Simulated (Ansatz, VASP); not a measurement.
**TePb in VASP and in Ansatz**

File INCAR:

```
PREC = Accurate ; ENCUT = 520
EDIFF = 1E-8 ; ISMEAR = -1
SIGMA = 0.03 ; LREAL = F
LASPH = T ; NELM = 100
ALGO = Normal ; ISIF = 2
LWAVE = F ; LCHARG = F
GGA = PS ; LEFG = T
NBANDS = 17
```

KPOINTS

```
Automatic mesh
0
Gamma
  10 10 10
```

File POSCAR:

```
TePb
1.0
    0.0645400000      3.2592700000      3.2592700000
    3.2592700000      0.0645400000      3.2592700000
    3.2592700000      3.2592700000      0.0645400000
Te Pb
1 1
Direct
    0.5000000000      0.5000000000      0.5000000000
    0.0000000000      0.0000000000      0.0000000000
```

Input for Ansatz:

```yaml
crystal:
  lattice:
    - [0.06454, 3.25927, 3.25927]
    - [3.25927, 0.06454, 3.25927]
    - [3.25927, 3.25927, 0.06454]
  atoms:
    - { symbol: Te, position: [0.5, 0.5, 0.5] }
    - { symbol: Pb, position: [0.0, 0.0, 0.0] }
kpoints:
  mp_grid: { grid: [10, 10, 10] }
scf:
  occupations: { method: fermi_dirac, width: 0.03 }
hamiltonian:
  xc: pbesol
  pseudopotentials: { kind: all_electron, datasets: crystal }
output:
  forces: true
  stress: true
  eigenvalues: true
  efg: { contact_densities: true }
```

Change from the starting cell: equal xy, yz and zx shear strains of +2 %, crystal datasets.

Alike in both runs: task electric field gradients; functional PBEsol; k mesh 10 × 10 × 10; occupations fermi-dirac, width 0.03 eV; no spin polarisation.

|  | VASP | Ansatz |
| --- | --- | --- |
| version | VASP 6.6.1 | Ansatz 0.2.0 |
| potentials or method | VASP PAW PBE potentials, release 64 (Te, Pb_d), cutoff 520 eV | all-electron PAW with datasets made for the crystal, scalar-relativistic |

|  | VASP | Ansatz | Ansatz less VASP |
| --- | --- | --- | --- |
| pressure (GPa) | -0.2 | -0.2 | +0.03 |
| traceless stress, the component that is largest in VASP (GPa) | -0.31 | -0.31 | +0.001 |
| size of Vzz on the site where it differs most (V/Å²) | 1.1 | 3.4 | +2.29 |

VASP's potentials were made for PBE, not for PBEsol. Ansatz ran all-electron here, and VASP with PAW potentials.

Spin-orbit coupling is off throughout.
